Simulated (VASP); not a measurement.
# Ta (I4/mmm) in VASP: single point with PBE

Aim: the single point of Ta with PBE.

All numbers are computed with VASP 6.6.1; they aren't measurements. Logs are shortened: lines on timing, memory, paths and dates and some standing lists are left out, and cuts for length are marked.

## Step 1: The cell of the first run

Symmetry: I4/mmm, No. 139, tetragonal system. Conventional cell: a = 3.270 Å, b = 3.270 Å, c = 3.303 Å, α = 90.00°, β = 90.00°, γ = 90.00°. Within 3.7 Å of Ta (site symmetry 4/mmm) lie 14 Ta at 2.84 to 3.30 Å.

## Step 2: Single point, PBE (x and y stretched by -1 %, z held)

The input, INCAR:

```
ALGO = Normal
EDIFF = 1E-6
ENCUT = 500
GGA = PE
GGA_COMPAT = F
ISIF = 2
ISMEAR = -1
LASPH = T
LCHARG = F
LREAL = F
LWAVE = F
NBANDS = 12
NELM = 120
PREC = Accurate
SIGMA = 0.05
```

The input, KPOINTS:

```
k-points
0
Gamma
  15 15 15
```

The input, POSCAR:

```
Ta
1.0
   -1.6347672000      1.6347672000      1.6512800000
    1.6347672000     -1.6347672000      1.6512800000
    1.6347672000      1.6347672000     -1.6512800000
Ta
1
Direct
    0.0000000000      0.0000000000      0.0000000000
```

Potentials or basis: VASP PAW PBE potentials, release 64 (Ta_pv).

On the command line:

```
$ cat potpaw_PBE.64/Ta_pv/POTCAR > POTCAR
$ mpirun -np 1 vasp_std > vasp.out
```

OUTCAR:

```text
EDIFF = 1E-6
   ENCUT = 500
   GGA = PE
   ISIF = 2
   ISMEAR = -1
   LASPH = T
   LREAL = F
   NELM = 120
   PREC = Accurate

 ion  position               nearest neighbor table
   1  0.000  0.000  0.000-

  LATTYP: Found a body centered tetragonal cell.
 ALAT       =     3.2695344000
 C/A-ratio  =     1.0101010101

  Lattice vectors:

 A1 = (  -1.6347672000,   1.6347672000,   1.6512800000)
 A2 = (   1.6347672000,  -1.6347672000,   1.6512800000)
 A3 = (   1.6347672000,   1.6347672000,  -1.6512800000)

Analysis of symmetry for initial positions (statically):
=====================================================================
 Subroutine PRICEL returns:
 Original cell was already a primitive cell.

 Routine SETGRP: Setting up the symmetry group for a
 body centered tetragonal supercell.

 Subroutine GETGRP returns: Found 16 space group operations
 (whereof 16 operations were pure point group operations)
 out of a pool of 16 trial point group operations.

The static configuration has the point symmetry D_4h.

Analysis of symmetry for dynamics (positions and initial velocities):
=====================================================================
 Subroutine PRICEL returns:
 Original cell was already a primitive cell.

 Routine SETGRP: Setting up the symmetry group for a
 body centered tetragonal supercell.

 Subroutine GETGRP returns: Found 16 space group operations
 (whereof 16 operations were pure point group operations)
 out of a pool of 16 trial point group operations.

The dynamic configuration has the point symmetry D_4h.

 Subroutine INISYM returns: Found 16 space group operations
 (whereof 16 operations are pure point group operations),
 and found     1 'primitive' translations

----------------------------------------------------------------------------------------

                                     Primitive cell

  volume of cell :      17.6519

  direct lattice vectors                    reciprocal lattice vectors
    -1.634767200  1.634767200  1.651280000     0.000000000  0.305853947  0.302795407
     1.634767200 -1.634767200  1.651280000     0.305853947  0.000000000  0.302795407
     1.634767200  1.634767200 -1.651280000     0.305853947  0.305853947  0.000000000

  length of vectors
     2.841065510  2.841065510  2.841065510     0.430385519  0.430385519  0.432542799

  position of ions in fractional coordinates (direct lattice)
     0.000000000  0.000000000  0.000000000

  ion indices of the primitive-cell ions
   primitive index   ion index
                 1           1

----------------------------------------------------------------------------------------

 KPOINTS: k-points

Automatic generation of k-mesh.
 Grid dimensions read from file:
 generate k-points for:   15   15   15

 Generating k-lattice:

  Cartesian coordinates                     Fractional coordinates (reciprocal lattice)
     0.000000000  0.020390263  0.020186360     0.066666667  0.000000000 -0.000000000
     0.020390263  0.000000000  0.020186360     0.000000000  0.066666667 -0.000000000
     0.020390263  0.020390263  0.000000000     0.000000000  0.000000000  0.066666667

  Length of vectors
     0.028692368  0.028692368  0.028836187

  Shift w.r.t. Gamma in fractional coordinates (k-lattice)
     0.000000000  0.000000000  0.000000000

 Subroutine IBZKPT returns following result:
 ===========================================

 Found    288 irreducible k-points:

 Following reciprocal coordinates:
            Coordinates               Weight
  0.000000  0.000000  0.000000      1.000000
  0.066667  0.000000  0.000000      8.000000
  0.133333  0.000000 -0.000000      8.000000
  0.200000  0.000000 -0.000000      8.000000
  0.266667  0.000000 -0.000000      8.000000
  0.333333  0.000000  0.000000      8.000000
[... 16 lines left out ...]
  0.133333  0.133333 -0.000000      8.000000
  0.200000  0.133333 -0.000000     16.000000
 [... further k-points ...]
   k-points           NKPTS =    288   k-points in BZ     NKDIM =    288   number of bands    NBANDS=     12
   number of dos      NEDOS =    301   number of ions     NIONS =      1
   total plane-waves  NPLWV =  13824
   dimension x,y,z NGX =    24 NGY =   24 NGZ =   24
   dimension x,y,z NGXF=    48 NGYF=   48 NGZF=   48
   ions per type =               1
   NGX,Y,Z   is equivalent  to a cutoff of  14.04, 14.04, 14.04 a.u.
   NGXF,Y,Z  is equivalent  to a cutoff of  28.09, 28.09, 28.09 a.u.
 SYSTEM =  unknown system
   PREC   = accura    normal or accurate (medium, high low for compatibility)
   ISTART =      0    job   : 0-new  1-cont  2-samecut
   ICHARG =      2    charge: 1-file 2-atom 10-const
   ISPIN  =      1    spin polarized calculation?
   LNONCOLLINEAR =      F non collinear calculations
   LSORBIT =      F    spin-orbit coupling
   LASPH  =      T    aspherical Exc in radial PAW
   ENCUT  =  500.0 eV  36.75 Ry    6.06 a.u.   5.18  5.18  5.18*2*pi/ulx,y,z
   NELM   =    120;   NELMIN=  2; NELMDL= -5     # of ELM steps
   EDIFF  = 0.1E-05   stopping-criterion for ELM
   LREAL  =      F    real-space projection
   EDIFFG = 0.1E-04   stopping-criterion for IOM
   NSW    =      0    number of steps for IOM
   IBRION =     -1    ionic relax: 0-MD 1-quasi-New 2-CG
   NFREE  =      0    steps in history (QN), initial steepest desc. (CG)
   ISIF   =      2    stress and relaxation
   ISYM   =      2    0-nonsym 1-usesym 2-fastsym
   POTIM  = 0.5000    time-step for ionic-motion
   TEBEG  =    0.0;   TEEND  =   0.0 temperature during run
   PSTRESS=    0.0 pullay stress
   NELECT =      11.0000    total number of electrons
   NUPDOWN=      -1.0000    fix difference up-down
   EMIN   =  10.00;   EMAX   =-10.00  energy-range for DOS
   EFERMI =   0.00;   METHOD = LEGACY
   ISMEAR =    -1;   SIGMA  =   0.05  broadening in eV -4-tet -1-fermi 0-gaus
   EFERMI_NEDOS =   21; number of points for ismear=-14 and -15
   IALGO  =     38    algorithm
   IMIX   =      4    mixing-type and parameters
     AMIX     =   0.40;   BMIX     =  1.00
     AMIX_MAG =   1.60;   BMIX_MAG =  1.00
  volume/ion in A,a.u.               =      17.65       119.12
  Fermi-wavevector in a.u.,A,eV,Ry     =   1.398325  2.642452 26.603657  1.955314
  Thomas-Fermi vector in A             =   2.521494
   LORBIT       =      0    0 simple, 1 ext, 2 COOP (PROOUT), +10 PAW based schemes
   GGA     = PE    functional components
   LHFCALC =     F    Hartree Fock is set to
   AEXX    =    0.0000 exact exchange contribution
   IVDW    =     0    specifies the selected vdW correction
   LEPSILON=     F    determine dielectric tensor
   LRPA    =     F    only Hartree local field effects (RPA)
 non-spin polarized calculation
  energy-cutoff  :      500.00
  volume of cell :       17.65
 maximum number of plane-waves:       470
 NGX is ok and might be reduce to    24
   NGX = 11   NGY = 11   NGZ = 11

 number of electron      11.0000002 magnetization

 Free energy of the ion-electron system (eV)
  ---------------------------------------------------
  ext. energy  EPLUGINS =         0.00000000
  ---------------------------------------------------
  free energy    TOTEN  =       -11.80202111 eV

  energy without entropy =      -11.79221768  energy(sigma->0) =      -11.79711939

 E-fermi :   5.6556     XC(G=0): -12.7210

 val. band max:        5.6368797321   @ k =  -0.0667   0.2000   0.0667
 cond. band min:       5.6600716727   @ k =   0.3333   0.0000   0.0000
 fundamental gap:      0.0231919407
 Fermi energy:         5.6556284253

 k-point     1 :       0.0000    0.0000    0.0000
  band No.  band energies     occupation
      1     -27.3380      2.00000
      2     -27.3353      2.00000
      3     -27.3353      2.00000
      4      -2.3426      2.00000
      5       6.3453      0.00000
      6       6.3453      0.00000
      7       6.4753      0.00000
      8       9.6418      0.00000
      9       9.8211      0.00000
     10      20.6345      0.00000
     11      20.8197      0.00000
     12      20.8197      0.00000

 k-point     2 :       0.0667    0.0000    0.0000
  band No.  band energies     occupation
      1     -27.3960      2.00000
      2     -27.3533      2.00000
      3     -27.3369      2.00000
      4      -2.1396      2.00000
      5       6.2676      0.00001
      6       6.3080      0.00000
      7       6.6206      0.00000
      8       9.4560      0.00000
      9       9.7902      0.00000
     10      20.4230      0.00000
     11      20.8926      0.00000
     12      21.1738      0.00000

 k-point     3 :       0.1333    0.0000   -0.0000
  band No.  band energies     occupation
      1     -27.5608      2.00000
      2     -27.4037      2.00000
      3     -27.3375      2.00000
      4      -1.5622      2.00000
      5       5.9269      0.00877
      6       6.1361      0.00013
      7       7.2007      0.00000
      8       9.0912      0.00000
      9       9.7874      0.00000
     10      20.4226      0.00000
     11      21.3280      0.00000
     12      22.1868      0.00000
[... 286 lines left out ...]
 k-point    23 :       0.1333    0.1333   -0.0000
  band No.  band energies     occupation
      1     -27.8992      2.00000
      2     -27.4883      2.00000
      3     -27.3864      2.00000
      4      -0.2236      2.00000
      5       5.3503      1.99556
      6       5.4082      1.98591
      7       8.6318      0.00000
      8       8.8625      0.00000
      9      10.1707      0.00000
     10      20.4201      0.00000
     11      22.1350      0.00000
     12      22.3775      0.00000

 k-point    24 :       0.2000    0.1333   -0.0000
  band No.  band energies     occupation
      1     -28.1066      2.00000
      2     -27.5807      2.00000
      3     -27.4011      2.00000
      4       0.6945      2.00000
      5       4.8784      2.00000
      6       5.1402      1.99993
      7       8.7416      0.00000
      8      10.1597      0.00000
      9      10.3912      0.00000
     10      20.3999      0.00000
     11      20.7246      0.00000
     12      22.5874      0.00000

 [... further k-points ...]
[... 5 lines left out ...]
  --------------------------------------------------------------------------------------
  -------------------------------------------------------------------------------------
  Total        0.8536881      0.8536881      0.7090031      0.0000000     -0.0000000      0.0000000
  in kB       77.4849350     77.4849350     64.3526086      0.0000000     -0.0000000      0.0000000
  external PRESSURE =      73.1074929 kB  Pullay stress =       0.0000000 kB

 VOLUME and BASIS-vectors are now :
 -----------------------------------------------------------------------------
  energy-cutoff  :      500.00
  volume of cell :       17.65
      direct lattice vectors                 reciprocal lattice vectors
    -1.634767200  1.634767200  1.651280000     0.000000000  0.305853947  0.302795407
     1.634767200 -1.634767200  1.651280000     0.305853947  0.000000000  0.302795407
     1.634767200  1.634767200 -1.651280000     0.305853947  0.305853947  0.000000000

 POSITION                                       TOTAL-FORCE (eV/Angst)
 -----------------------------------------------------------------------------------
      0.00000      0.00000      0.00000         0.000000     -0.000000     -0.000000
 -----------------------------------------------------------------------------------
    total drift:                                0.000000      0.000000      0.000000

  FREE ENERGIE OF THE ION-ELECTRON SYSTEM (eV)
  ---------------------------------------------------
  free  energy   TOTEN  =       -11.8020211050 eV

  energy  without entropy=      -11.7922176762  energy(sigma->0) =      -11.79711939
```

Wall time 32 s (1 thread of Intel Xeon Platinum 8175M at 2.50GHz (Skylake/Cascade Lake), shared host); peak memory 0.18 GiB.

What came out:

| Item | Value |
| --- | --- |
| Free energy | -11.8020 eV |
| Pressure | 7.3 GPa |
| Band gap on the k mesh | zero (an odd number of electrons rules out a gap without spin polarisation) |

Caveat: the cell differs from its parent crystal (x and y stretched by -1 %, z held); the cell stands under pressure; spin-orbit coupling is left out, which moves the levels of the heavy elements.

The gap in the log of VASP goes by the Fermi energy; the results here count the filled bands.